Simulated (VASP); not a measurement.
Wanted: the native input for a VASP 6.6.1 run.

| Property | Result |
| --- | --- |
| Task | single point |
| Functional | PBE |
| Potentials or basis | VASP PAW PBE potentials, release 64 (Sr_sv, Ca_sv, V_sv, C, N) |
| Cutoff | 520 eV |
| k mesh | 4 × 4 × 4 |
| Occupations | gaussian, width 0.1 eV |
| Spin | collinear spin, ferromagnetic start |
| Starting moments | [0.0, 0.0, 0.0, 2.0, 0.0, 0.0, 0.0, 0.0, 0.0, 0.0, 0.0, 0.0, 0.0, 0.0, 0.0, 0.0] μB |
| Dipole correction | no |
| Further INCAR settings | LREAL = Auto; ALGO = Normal; EDIFF = 1e-06; NBANDS = 66 |

The structure of Sr2CaVC6N6 lies in POSCAR:

```
Sr2CaVC6N6
1.0
    0.0000000000      5.2835000000      5.2835000000
    5.2835000000      0.0000000000      5.2835000000
    5.2835000000      5.2835000000      0.0000000000
Sr Ca V C N
2 1 1 6 6
Direct
    0.2500000000      0.2500000000      0.2500000000
    0.7500000000      0.7500000000      0.7500000000
    0.0000000000      0.0000000000      0.0000000000
    0.5000000000      0.5000000000      0.5000000000
    0.8007002900      0.1992997100      0.1992997100
    0.1992997100      0.8007002900      0.1992997100
    0.1992997100      0.1992997100      0.8007002900
    0.1992997100      0.8007002900      0.8007002900
    0.8007002900      0.1992997100      0.8007002900
    0.8007002900      0.8007002900      0.1992997100
    0.6899782300      0.3100217700      0.3100217700
    0.3100217700      0.6899782300      0.3100217700
    0.3100217700      0.3100217700      0.6899782300
    0.3100217700      0.6899782300      0.6899782300
    0.6899782300      0.3100217700      0.6899782300
    0.6899782300      0.6899782300      0.3100217700
```

The input as run:

INCAR

```
SYSTEM = Sr2CaVC6N6
  PREC = Accurate
  ENCUT = 520
  EDIFF = 1E-6
  ISMEAR = 0
  SIGMA = 0.1
  LREAL = Auto
  LASPH = .TRUE.
  NELM = 150
  ALGO = Normal
  ISIF = 2
  LWAVE = .FALSE.
  LCHARG = .FALSE.
  ISPIN = 2
  MAGMOM = 0 0 0 2 0 0 0 0 0 0 0 0 0 0 0 0
  LORBIT = 11
  LMAXMIX = 4
  GGA = PE
  NBANDS = 66
```

KPOINTS

```
Automatic mesh
0
G
  4 4 4
  0 0 0
```

Potentials or basis: VASP PAW PBE potentials, release 64 (Sr_sv, Ca_sv, V_sv, C, N).

Launch:

```bash
$ cat potpaw_PBE.64/Sr_sv/POTCAR potpaw_PBE.64/Ca_sv/POTCAR potpaw_PBE.64/V_sv/POTCAR potpaw_PBE.64/C/POTCAR potpaw_PBE.64/N/POTCAR > POTCAR
$ mpirun -np 1 vasp_std > vasp.out
```

Results of the run:

| Property | Result |
| --- | --- |
| Pressure | 10.5 GPa |
| Largest force | 3.700 eV/Å |
| Net moment | 0.00 μB per cell |
| Valence electrons inside the program's atomic spheres | Sr 7.78; Ca 8.79; V 11.63; C 2.62; N 3.92 |

Caveat: forces of over 1 eV/Å act on the atoms, so gaps and moduli don't describe the material at rest.

It took 11 min on 1 thread of Oxide Virtual Turin-like Processor, with other jobs on the host, peak memory 0.64 GiB.
